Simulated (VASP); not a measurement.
Here is a VASP 6.6.1 calculation.

INCAR

```
SYSTEM = HfO2
PREC = Accurate
ENCUT = 520
EDIFF = 1E-7
ISMEAR = 0
SIGMA = 0.02
LREAL = .False.
LASPH = .True.
NELM = 80
ALGO = Normal
ISIF = 2
LWAVE = .False.
LCHARG = .True.
GGA = PE
LELF = .True.
LVHAR = .True.
NBANDS = 31
```

File KPOINTS:

```
Automatic mesh
0
Gamma
  6 6 4
  0 0 0
```

POSCAR

```
HfO2
1.0
    3.6743071989      0.0000000000      0.0000000000
    0.0000000000      3.6743071989      0.0000000000
    0.0000000000      0.0000000000      5.5718311705
Hf O
2 4
Direct
    0.5000000000      0.5000000000      0.5000000000
    0.0000000000      0.0000000000      0.0000000000
    0.0000000000      0.5000000000      0.6714407511
    0.5000000000      0.0000000000      0.8285592489
    0.5000000000      0.0000000000      0.3285592489
    0.0000000000      0.5000000000      0.1714407511
```

Potentials or basis: VASP PAW PBE potentials, release 64 (Hf_pv, O).

Launch:

```bash
$ cat potpaw_PBE.64/Hf_pv/POTCAR potpaw_PBE.64/O/POTCAR > POTCAR
$ mpirun -np 1 vasp_std > vasp.out
```

Problem. Estimate the pressure.

Solution. -14.0 GPa.

Problem. Predict the largest force.

Solution. 0.078 eV/Å.

Problem. What does it give for the band gap on the k mesh?

Solution. 4.68 eV (least direct gap 4.71 eV).

Stress tensor (GPa, compression positive):
```
-14.13   0.00   0.00
  0.00 -14.13   0.00
  0.00   0.00 -13.71
```

Caveat: the cell stands under tension; spin-orbit coupling is left out, which moves the levels of the heavy elements. A k mesh can miss the band edges.
